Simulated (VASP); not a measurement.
A run of VASP 6.6.1 is set up as follows.

Contents of POSCAR:

```
KMgF3
1.0
    3.9859000000      0.0000000000      0.0000000000
    0.0000000000      3.9859000000      0.0000000000
    0.0000000000      0.0000000000      3.9859000000
K Mg F
1 1 3
Direct
    0.5000000000      0.5000000000      0.5000000000
    0.0000000000      0.0000000000      0.0000000000
    0.0000000000      0.0000000000      0.5000000000
    0.0000000000      0.5000000000      0.0000000000
    0.5000000000      0.0000000000      0.0000000000
```

INCAR.step1

```
SYSTEM = KMgF3
  ALGO = Normal
  EDIFF = 1E-4
  ENCUT = 600
  GGA = PE
  ISMEAR = -1
  LASPH = .TRUE.
  LCHARG = .FALSE.
  LREAL = .FALSE.
  LWAVE = .TRUE.
  NELM = 100
  PREC = Accurate
  SIGMA = 0.05
```

The input INCAR.step2:

```
SYSTEM = KMgF3
  ALGO = Normal
  EDIFF = 1E-7
  EDIFFG = -0.01
  ENCUT = 600
  IBRION = 2
  ISIF = 3
  ISMEAR = -1
  ISTART = 1
  LASPH = .TRUE.
  LCHARG = .FALSE.
  LMIXTAU = .TRUE.
  LREAL = .FALSE.
  LWAVE = .FALSE.
  METAGGA = R2SCAN
  NELM = 100
  NSW = 60
  PREC = Accurate
  SIGMA = 0.05
```

Contents of KPOINTS:

```
k-points
0
G
  7 7 7
  0 0 0
```

Potentials or basis: VASP PAW PBE potentials, release 64 (K_sv, Mg, F).

Launch:

```console
$ cat potpaw_PBE.64/K_sv/POTCAR potpaw_PBE.64/Mg/POTCAR potpaw_PBE.64/F/POTCAR > POTCAR
$ cp INCAR.step1 INCAR
$ mpirun -np 1 vasp_std > vasp.out
$ cp INCAR.step2 INCAR
$ mpirun -np 1 vasp_std > vasp.out
```

Problem. What does it give for the relaxed volume?

Solution. 12.52 Å³/atom.

Problem. Estimate the space group after relaxing (to 0.1 Å).

Solution. Pm-3m (No. 221).

Problem. Estimate the relaxed cell.

Solution. a = 3.970 Å, b = 3.970 Å, c = 3.970 Å, α = 90.00°, β = 90.00°, γ = 90.00°.

Problem. Predict the band gap on the k mesh.

Solution. 8.38 eV (least direct gap 8.67 eV).

Step by step:
```
step  energy change (eV)  largest force (eV/Å)  pressure (GPa)  volume (Å³)
   1              0.0000                0.0000           -1.03        63.33
   2             -0.0027                0.0000           -0.13        62.58
```

Caveat: the PAW data sets were made with another functional, which shifts forces and pressure a little; an odd mesh through Γ misses points on the zone boundary, where band edges can lie.
